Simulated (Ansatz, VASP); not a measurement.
## LiCl: VASP beside Ansatz

The input POSCAR:

```
LiCl
1.0
    0.0000000000      2.5560362741      2.5560362741
    2.5560362741      0.0000000000      2.5560362741
    2.5560362741      2.5560362741      0.0000000000
Li Cl
1 1
Direct
    0.0000000000      0.0000000000      0.0000000000
    0.5000000000      0.5000000000      0.5000000000
```

The input INCAR.step1:

```
PREC = Accurate
ENCUT = 520
EDIFF = 1E-5
ISMEAR = 0
SIGMA = 0.01
LREAL = F
LASPH = T
NELM = 80
ALGO = Normal
ISIF = 2
LWAVE = T
LCHARG = F
NBANDS = 12
GGA = PE
```

The input INCAR.step2:

```
PREC = Accurate
ENCUT = 520
EDIFF = 1E-7
ISMEAR = 0
SIGMA = 0.01
LREAL = F
LASPH = T
NELM = 80
ALGO = Normal
ISIF = 2
LWAVE = F
LCHARG = F
GGA = PE
LHFCALC = T
HFSCREEN = 0.2079
PRECFOCK = Normal
NBANDS = 12
ISTART = 1
```

Contents of KPOINTS:

```
regular mesh
0
Gamma
  6 6 6
```

Input for Ansatz:

```yaml
crystal:
  lattice:
    - [0.0, 2.5560362741, 2.5560362741]
    - [2.5560362741, 0.0, 2.5560362741]
    - [2.5560362741, 2.5560362741, 0.0]
  atoms:
    - { symbol: Li, position: [0.0, 0.0, 0.0] }
    - { symbol: Cl, position: [0.5, 0.5, 0.5] }
kpoints:
  mp_grid: { grid: [6, 6, 6] }
  band_path:
    path:
      - [0.0, 0.0, 0.0]
      - [0.5, 0.0, 0.5]
      - [0.625, 0.25, 0.625]
      - [0.375, 0.375, 0.75]
      - [0.5, 0.5, 0.5]
      - [0.5, 0.25, 0.75]
      - [-0.072917, 0.0, 0.072917]
    npoints: 1
hamiltonian:
  xc: hse06
scf:
  occupations: { method: fixed }
  n_extra_bands: 4
output:
  forces: true
  stress: true
  eigenvalues: true
```

Alike in both runs: task single point; functional HSE06; k mesh 6 × 6 × 6; no spin polarisation.

```csv
,VASP,Ansatz
version,VASP 6.6.1,Ansatz 0.2.0
potentials or method,"VASP PAW PBE potentials, release 64 (Li_sv, Cl)","plane waves, PAW"
plane-wave cutoff (eV),520,420
occupations,"gaussian, width 0.01 eV",fixed
valence electrons in the cell,10,10
```

|  | VASP | Ansatz | Ansatz less VASP |
| --- | --- | --- | --- |
| gap on the k mesh at the Fermi level (eV) | 7.79 | 7.79 | -0.006 |

Ansatz's warnings: stress exchange threshold loose, stress scf threshold loose.

Noted on VASP's run: the cutoff is under 1.25 times that of the potentials, so the pressure is a little rough.
